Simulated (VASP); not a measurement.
Crystal: Mg5O.

```
Mg O
1.0
     3.07013    0.00000    0.00000
    -1.53507    2.65881    0.00000
     0.00000    0.00000   15.36260
Mg O
5 1
Direct
  0.66667 0.33333 0.16976
  0.00000 0.00000 0.33337
  0.66667 0.33333 0.50000
  0.00000 0.00000 0.66663
  0.66667 0.33333 0.83024
  0.00000 0.00000 0.00000
```

The cell was built from a structure type or drawn by symmetry, and may not be a known phase.

| Quantity | Value |
| --- | --- |
| Program | VASP 6.6.1 |
| Task | relaxation of cell and atoms |
| Functional | PBE |
| Potentials or basis | VASP PAW PBE potentials, release 64 (Mg, O) |
| Cutoff | 600 eV |
| k mesh | 6 × 6 × 1 |
| Occupations | gaussian, width 0.1 eV |
| Spin | collinear spin, ferromagnetic start |
| Starting moments | [0.0, 0.0, 0.0, 0.0, 0.0, 1.0] μB |

At the start: pressure -0.1 GPa; volume 20.90 Å³/atom.

Task: Where does the relaxation end?

Result: Over 19 steps the energy falls by 943.8 meV/atom and the volume is 18.24 Å³/atom (-12.7 %); space group P-6m2 (No. 187, to 0.1 Å) before and after; moment 0.00 μB per cell.

Step by step:
```tsv
step	energy change (eV)	largest force (eV/Å)	pressure (GPa)	volume (Å³)
1	0.0000	1.5460	-0.07	125.40
2	-0.5255	1.7865	-1.28	125.10
3	-2.2518	2.9675	-3.15	122.67
4	-2.1526	2.3621	5.28	110.06
5	-2.9590	2.9935	-2.02	118.98
6	-3.2163	1.2329	0.20	115.03
7	-3.3558	1.0055	0.78	115.37
8	-3.4067	1.0335	0.41	115.26
9	-4.1851	0.9166	-0.99	116.02
10	-5.3755	1.8777	-0.92	115.38
11	-5.5219	1.0267	-1.03	112.38
12	-5.6187	0.1669	-1.31	113.66
13	-5.6186	0.1711	-1.32	113.70
14	-5.6409	0.1680	0.25	109.79
15	-5.6412	0.1821	0.43	109.37
16	-5.6592	0.1046	0.61	108.40
17	-5.6598	0.0787	0.67	108.23
18	-5.6618	0.0928	-0.34	110.12
19	-5.6627	0.0308	0.02	109.43
```

Final structure:
```
Mg O
1.0
     3.09048    0.00000    0.00000
    -1.54524    2.67643    0.00000
     0.00000    0.00000   13.22947
Mg O
5 1
Direct
  0.66667 0.33333 0.09997
  0.00000 0.00000 0.29748
  0.66667 0.33333 0.50000
  0.00000 0.00000 0.70252
  0.66667 0.33333 0.90003
  0.00000 0.00000 0.00000
```

Caveat: the k points lie up to 0.47 Å⁻¹ apart in the final cell, too coarse for converged energies and pressures of a metal.
